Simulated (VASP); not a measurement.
A run of VASP 6.6.1:

File INCAR:

```
ALGO     = Fast           # electronic algorithm
EDIFF    = 1E-7           # SCF threshold, eV
ENCUT    = 520            # plane-wave cutoff, eV
GGA      = PS             # functional
ISIF     = 2              # what is computed and relaxed
ISMEAR   = 0              # smearing method
LASPH    = T              # aspherical terms in the spheres
LCHARG   = F              # write CHGCAR
LREAL    = F              # projectors in reciprocal space
LWAVE    = F              # write WAVECAR
NBANDS   = 10             # bands
NELM     = 100            # most SCF steps
PREC     = Accurate       # precision mode
SIGMA    = 0.15           # smearing width, eV
```

Contents of KPOINTS:

```
k-points
0
Gamma
  18 18 18
```

POSCAR

```
Na
1.0
   -2.0833408009      2.0833408009      2.1875078409
    2.0833408009     -2.0833408009      2.1875078409
    2.0833408009      2.0833408009     -2.1875078409
Na
1
Direct
    0.0000000000      0.0000000000      0.0000000000
```

Potentials or basis: VASP PAW PBE potentials, release 64 (Na_pv).

Launch:

```bash
$ cat potpaw_PBE.64/Na_pv/POTCAR > POTCAR
$ mpirun -np 1 vasp_std > vasp.out
```

Hardware: 1 thread of Intel(R) Xeon(R) 6975P-C (Granite Rapids) (shared host).

Problem. Estimate the wall time of this run.

Solution. Run time: 64 s on 1 thread of Intel(R) Xeon(R) 6975P-C (Granite Rapids), with other jobs on the host, peak memory 0.26 GiB. Counts: scf iterations 13, k points 480.
